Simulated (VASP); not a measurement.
# CdS (F-43m) in VASP: a series of runs

CdS is run at these levels: PBE; tasks: single point.

Program: VASP 6.6.1. These are calculated values, not measurements. Logs are shortened: lines on timing, memory, paths and dates and some standing lists are left out, and cuts for length are marked.

### 1 The cell of the first run

It takes space group F-43m (No. 216, cubic). Conventional cell: a = 5.833 Å, b = 5.833 Å, c = 5.833 Å, α = 90.00°, β = 90.00°, γ = 90.00°. Cd (site symmetry -43m) has 4 S at 2.53 Å within 3.3 Å. S (site symmetry -43m) has 4 Cd at 2.53 Å within 3.3 Å.

### 2 Single point, PBE

Input file INCAR:

```
SYSTEM = CdS
PREC     = Accurate       ! precision mode
ENCUT    = 500            ! plane-wave cutoff, eV
EDIFF    = 1E-6           ! SCF threshold, eV
ISMEAR   = 0              ! smearing method
SIGMA    = 0.01           ! smearing width, eV
LREAL    = .FALSE.        ! projectors in reciprocal space
LASPH    = .TRUE.         ! aspherical terms in the spheres
NELM     = 120            ! most SCF steps
ALGO     = Normal         ! electronic algorithm
ISIF     = 2              ! what is computed and relaxed
LWAVE    = .FALSE.        ! write WAVECAR
LCHARG   = .FALSE.        ! write CHGCAR
GGA      = PE             ! functional
NBANDS   = 16             ! bands
GGA_COMPAT= .FALSE.
```

Input file KPOINTS:

```
regular mesh
0
G
  3 3 3
  0 0 0
```

Input file POSCAR:

```
CdS
1.0
    0.0000000000      2.9165000000      2.9165000000
    2.9165000000      0.0000000000      2.9165000000
    2.9165000000      2.9165000000      0.0000000000
Cd S
1 1
Direct
    0.0000000000      0.0000000000      0.0000000000
    0.7500000000      0.7500000000      0.7500000000
```

Potentials or basis: VASP PAW PBE potentials, release 64 (Cd, S).

Run with:

```bash
$ cat potpaw_PBE.64/Cd/POTCAR potpaw_PBE.64/S/POTCAR > POTCAR
$ mpirun -np 1 vasp_std > vasp.out
```

OUTCAR:

```text
SYSTEM = CdS
   PREC = Accurate
   ENCUT = 500
   EDIFF = 1E-6
   ISMEAR = 0
   LREAL = .FALSE.
   LASPH = .TRUE.
   NELM = 120
   ISIF = 2
   GGA = PE

 ion  position               nearest neighbor table
   1  0.000  0.000  0.000-   2 2.53   2 2.53   2 2.53   2 2.53
   2  0.750  0.750  0.750-   1 2.53   1 2.53   1 2.53   1 2.53

  LATTYP: Found a face centered cubic cell.
 ALAT       =     5.8330000000

  Lattice vectors:

 A1 = (   0.0000000000,   2.9165000000,   2.9165000000)
 A2 = (   2.9165000000,   0.0000000000,   2.9165000000)
 A3 = (   2.9165000000,   2.9165000000,   0.0000000000)

Analysis of symmetry for initial positions (statically):
=====================================================================
 Subroutine PRICEL returns:
 Original cell was already a primitive cell.

 Routine SETGRP: Setting up the symmetry group for a
 face centered cubic supercell.

 Subroutine GETGRP returns: Found 24 space group operations
 (whereof 24 operations were pure point group operations)
 out of a pool of 48 trial point group operations.

The static configuration has the point symmetry T_d .

Analysis of symmetry for dynamics (positions and initial velocities):
=====================================================================
 Subroutine PRICEL returns:
 Original cell was already a primitive cell.

 Routine SETGRP: Setting up the symmetry group for a
 face centered cubic supercell.

 Subroutine GETGRP returns: Found 24 space group operations
 (whereof 24 operations were pure point group operations)
 out of a pool of 48 trial point group operations.

The dynamic configuration has the point symmetry T_d .

 Subroutine INISYM returns: Found 24 space group operations
 (whereof 24 operations are pure point group operations),
 and found     1 'primitive' translations

----------------------------------------------------------------------------------------

                                     Primitive cell

  volume of cell :      49.6153

  direct lattice vectors                    reciprocal lattice vectors
     0.000000000  2.916500000  2.916500000    -0.171438368  0.171438368  0.171438368
     2.916500000  0.000000000  2.916500000     0.171438368 -0.171438368  0.171438368
     2.916500000  2.916500000  0.000000000     0.171438368  0.171438368 -0.171438368

  length of vectors
     4.124553855  4.124553855  4.124553855     0.296939964  0.296939964  0.296939964

  position of ions in fractional coordinates (direct lattice)
     0.000000000  0.000000000  0.000000000
     0.750000000  0.750000000  0.750000000

  ion indices of the primitive-cell ions
   primitive index   ion index
                 1           1
                 2           2

----------------------------------------------------------------------------------------

 KPOINTS: regular mesh

Automatic generation of k-mesh.
 Grid dimensions read from file:
 generate k-points for:    3    3    3

 Generating k-lattice:

  Cartesian coordinates                     Fractional coordinates (reciprocal lattice)
    -0.057146123  0.057146123  0.057146123     0.333333333  0.000000000  0.000000000
     0.057146123 -0.057146123  0.057146123     0.000000000  0.333333333  0.000000000
     0.057146123  0.057146123 -0.057146123     0.000000000  0.000000000  0.333333333

  Length of vectors
     0.098979988  0.098979988  0.098979988

  Shift w.r.t. Gamma in fractional coordinates (k-lattice)
     0.000000000  0.000000000  0.000000000

 Subroutine IBZKPT returns following result:
 ===========================================

 Found      4 irreducible k-points:

 Following reciprocal coordinates:
            Coordinates               Weight
  0.000000  0.000000  0.000000      1.000000
  0.333333  0.000000  0.000000      8.000000
  0.333333  0.333333  0.000000      6.000000
 -0.333333  0.333333  0.000000     12.000000
   k-points           NKPTS =      4   k-points in BZ     NKDIM =      4   number of bands    NBANDS=     16
   number of dos      NEDOS =    301   number of ions     NIONS =      2
   total plane-waves  NPLWV =  27000
   dimension x,y,z NGX =    30 NGY =   30 NGZ =   30
   dimension x,y,z NGXF=    60 NGYF=   60 NGZF=   60
   ions per type =               1   1
   NGX,Y,Z   is equivalent  to a cutoff of  12.09, 12.09, 12.09 a.u.
   NGXF,Y,Z  is equivalent  to a cutoff of  24.18, 24.18, 24.18 a.u.
 SYSTEM =  CdS
   PREC   = accura    normal or accurate (medium, high low for compatibility)
   ISTART =      0    job   : 0-new  1-cont  2-samecut
   ICHARG =      2    charge: 1-file 2-atom 10-const
   ISPIN  =      1    spin polarized calculation?
   LNONCOLLINEAR =      F non collinear calculations
   LSORBIT =      F    spin-orbit coupling
   LASPH  =      T    aspherical Exc in radial PAW
   ENCUT  =  500.0 eV  36.75 Ry    6.06 a.u.   7.52  7.52  7.52*2*pi/ulx,y,z
   NELM   =    120;   NELMIN=  2; NELMDL= -5     # of ELM steps
   EDIFF  = 0.1E-05   stopping-criterion for ELM
   LREAL  =      F    real-space projection
   EDIFFG = 0.1E-04   stopping-criterion for IOM
   NSW    =      0    number of steps for IOM
   IBRION =     -1    ionic relax: 0-MD 1-quasi-New 2-CG
   NFREE  =      0    steps in history (QN), initial steepest desc. (CG)
   ISIF   =      2    stress and relaxation
   ISYM   =      2    0-nonsym 1-usesym 2-fastsym
   POTIM  = 0.5000    time-step for ionic-motion
   TEBEG  =    0.0;   TEEND  =   0.0 temperature during run
   PSTRESS=    0.0 pullay stress
   NELECT =      18.0000    total number of electrons
   NUPDOWN=      -1.0000    fix difference up-down
   EMIN   =  10.00;   EMAX   =-10.00  energy-range for DOS
   EFERMI =   0.00;   METHOD = LEGACY
   ISMEAR =     0;   SIGMA  =   0.01  broadening in eV -4-tet -1-fermi 0-gaus
   EFERMI_NEDOS =   21; number of points for ismear=-14 and -15
   IALGO  =     38    algorithm
   IMIX   =      4    mixing-type and parameters
     AMIX     =   0.40;   BMIX     =  1.00
     AMIX_MAG =   1.60;   BMIX_MAG =  1.00
  volume/ion in A,a.u.               =      24.81       167.41
  Fermi-wavevector in a.u.,A,eV,Ry     =   1.167599  2.206442 18.548649  1.363287
  Thomas-Fermi vector in A             =   2.304097
   LORBIT       =      0    0 simple, 1 ext, 2 COOP (PROOUT), +10 PAW based schemes
   GGA     = PE    functional components
   LHFCALC =     F    Hartree Fock is set to
   AEXX    =    0.0000 exact exchange contribution
   IVDW    =     0    specifies the selected vdW correction
   LEPSILON=     F    determine dielectric tensor
   LRPA    =     F    only Hartree local field effects (RPA)
 non-spin polarized calculation
 Gauss-broadening in eV      SIGMA  =   0.01
  energy-cutoff  :      500.00
  volume of cell :       49.62
 maximum number of plane-waves:      1272
 NGX is ok and might be reduce to    30
   NGX = 15   NGY = 15   NGZ = 15

 number of electron      18.0000003 magnetization

 Free energy of the ion-electron system (eV)
  ---------------------------------------------------
  ext. energy  EPLUGINS =         0.00000000
  ---------------------------------------------------
  free energy    TOTEN  =        -5.96213345 eV

  energy without entropy =       -5.96213345  energy(sigma->0) =       -5.96213345

 E-fermi :   1.4513     XC(G=0):  -9.1161

 val. band max:        1.3961748365   @ k =   0.0000   0.0000   0.0000
 cond. band min:       2.5063113165   @ k =   0.0000   0.0000   0.0000
 fundamental gap:      1.1101364800
 Fermi energy:         1.4513008075

 k-point     1 :       0.0000    0.0000    0.0000
  band No.  band energies     occupation
      1     -10.9652      2.00000
      2      -6.4092      2.00000
      3      -6.4092      2.00000
      4      -6.4092      2.00000
      5      -5.9386      2.00000
      6      -5.9386      2.00000
[... 8 lines left out ...]
     15      12.8349      0.00000
     16      12.8349      0.00000

 k-point     2 :       0.3333    0.0000    0.0000
  band No.  band energies     occupation
      1     -10.6433      2.00000
      2      -6.3111      2.00000
      3      -6.3111      2.00000
      4      -5.9376      2.00000
      5      -5.9216      2.00000
      6      -5.9216      2.00000
[... 8 lines left out ...]
     15      12.4685      0.00000
     16      12.4685      0.00000

 k-point     3 :       0.3333    0.3333    0.0000
  band No.  band energies     occupation
      1     -10.5411      2.00000
      2      -6.1870      2.00000
      3      -6.1616      2.00000
      4      -6.1616      2.00000
      5      -5.8736      2.00000
      6      -5.8232      2.00000
[... 8 lines left out ...]
     15      13.4481      0.00000
     16      16.8225      0.00000

 k-point     4 :      -0.3333    0.3333    0.0000
  band No.  band energies     occupation
      1     -10.4392      2.00000
      2      -6.2309      2.00000
      3      -6.1577      2.00000
      4      -5.9879      2.00000
      5      -5.9160      2.00000
      6      -5.3734      2.00000
[... 8 lines left out ...]
     15      12.7395      0.00000
     16      16.0601      0.00000

------------------------ aborting loop because EDIFF is reached ----------------------------------------

  FORCE on cell =-STRESS in cart. coord.  units (eV):
  Direction    XX          YY          ZZ          XY          YZ          ZX
  --------------------------------------------------------------------------------------
  -------------------------------------------------------------------------------------
  Total        1.2139350      1.2139350      1.2139350      0.0000000      0.0000000     -0.0000000
  in kB       39.2003616     39.2003616     39.2003616      0.0000000      0.0000000     -0.0000000
  external PRESSURE =      39.2003616 kB  Pullay stress =       0.0000000 kB

 VOLUME and BASIS-vectors are now :
 -----------------------------------------------------------------------------
  energy-cutoff  :      500.00
  volume of cell :       49.62
      direct lattice vectors                 reciprocal lattice vectors
     0.000000000  2.916500000  2.916500000    -0.171438368  0.171438368  0.171438368
     2.916500000  0.000000000  2.916500000     0.171438368 -0.171438368  0.171438368
     2.916500000  2.916500000  0.000000000     0.171438368  0.171438368 -0.171438368

 POSITION                                       TOTAL-FORCE (eV/Angst)
 -----------------------------------------------------------------------------------
      0.00000      0.00000      0.00000        -0.000000      0.000000     -0.000000
      4.37475      4.37475      4.37475         0.000000     -0.000000      0.000000
 -----------------------------------------------------------------------------------
    total drift:                                0.000000      0.000000      0.000000

  FREE ENERGIE OF THE ION-ELECTRON SYSTEM (eV)
  ---------------------------------------------------
  free  energy   TOTEN  =        -5.9621334479 eV

  energy  without entropy=       -5.9621334479  energy(sigma->0) =       -5.96213345
```

It took 8.3 s on 1 thread of AMD EPYC 7R43 (Zen 3), shared host; peak memory 0.12 GiB.

Results:

```yaml
Free_energy: -5.9621 eV
Pressure: 3.9 GPa
Band_gap_on_the_k_mesh: 1.11 eV
```

Levels at points of the mesh, in eV from the valence-band top:
```
           k point  band 5  band 6  band 7  band 8  band 9  band 10  band 11  band 12  band 13  band 14
(0.00, 0.00, 0.00)   -7.33   -7.33    0.00    0.00    0.00     1.11     6.49     6.49     6.49    11.41
```

Caveat: the k points lie up to 0.62 Å⁻¹ apart.

### 3 Single point, PBE

Input file INCAR:

```
  ALGO = Normal
  EDIFF = 1E-6
  ENCUT = 500
  GGA = PE
  GGA_COMPAT = False
  ISIF = 2
  ISMEAR = 0
  LASPH = True
  LCHARG = True
  LELF = True
  LREAL = False
  LVHAR = True
  LWAVE = False
  NBANDS = 16
  NELM = 120
  PREC = Accurate
  SIGMA = 0.01
```

Input file KPOINTS:

```
k-points
0
Gamma
  3 3 3
```

POSCAR is that of step 2.

Potentials or basis: VASP PAW PBE potentials, release 64 (Cd, S).

Run with:

```bash
$ cat potpaw_PBE.64/Cd/POTCAR potpaw_PBE.64/S/POTCAR > POTCAR
$ mpirun -np 1 vasp_std > vasp.out
```

It took 9.9 s on 1 thread of AMD EPYC 7R43 (Zen 3), shared host; peak memory 0.13 GiB.

It converged, with:

| Property | Result |
| --- | --- |
| Free energy | -5.9621 eV |
| Pressure | 3.9 GPa |
| Band gap on the k mesh | 1.11 eV |

Levels at points of the mesh, in eV from the valence-band top:
```csv
k point,band 5,band 6,band 7,band 8,band 9,band 10,band 11,band 12,band 13,band 14
"(0.00, 0.00, 0.00)",-7.33,-7.33,0.00,0.00,0.00,1.11,6.49,6.49,6.49,11.41
```

Caveat: the k points lie up to 0.62 Å⁻¹ apart.

### 4 Single point, PBE

Input file INCAR:

```
PREC = Accurate ; ENCUT = 500
EDIFF = 1E-6 ; ISMEAR = 0
SIGMA = 0.01 ; LREAL = F
LASPH = T ; NELM = 120
ALGO = Normal ; ISIF = 2
LWAVE = F ; LCHARG = T
GGA = PE ; LELF = T
LVHAR = T ; NBANDS = 16
GGA_COMPAT = F
```

Input file KPOINTS:

```
regular mesh
0
Gamma
  5 5 5
```

POSCAR is that of step 3.

Run with:

```bash
$ cat potpaw_PBE.64/Cd/POTCAR potpaw_PBE.64/S/POTCAR > POTCAR
$ mpirun -np 1 vasp_std > vasp.out
```

Wall time 15 s (1 thread of AMD EPYC 7R43 (Zen 3), shared host); peak memory 0.13 GiB.

It converged, with:

* Free energy: -6.1130 eV
* Pressure: 3.2 GPa
* Band gap on the k mesh: 1.15 eV

Levels at points of the mesh, in eV from the valence-band top:
| k point | band 5 | band 6 | band 7 | band 8 | band 9 | band 10 | band 11 | band 12 | band 13 | band 14 |
| --- | --- | --- | --- | --- | --- | --- | --- | --- | --- | --- |
| (0.00, 0.00, 0.00) | -7.26 | -7.26 | 0.00 | 0.00 | 0.00 | 1.15 | 6.54 | 6.54 | 6.54 | 11.44 |

Caveat: the cell stands under pressure.
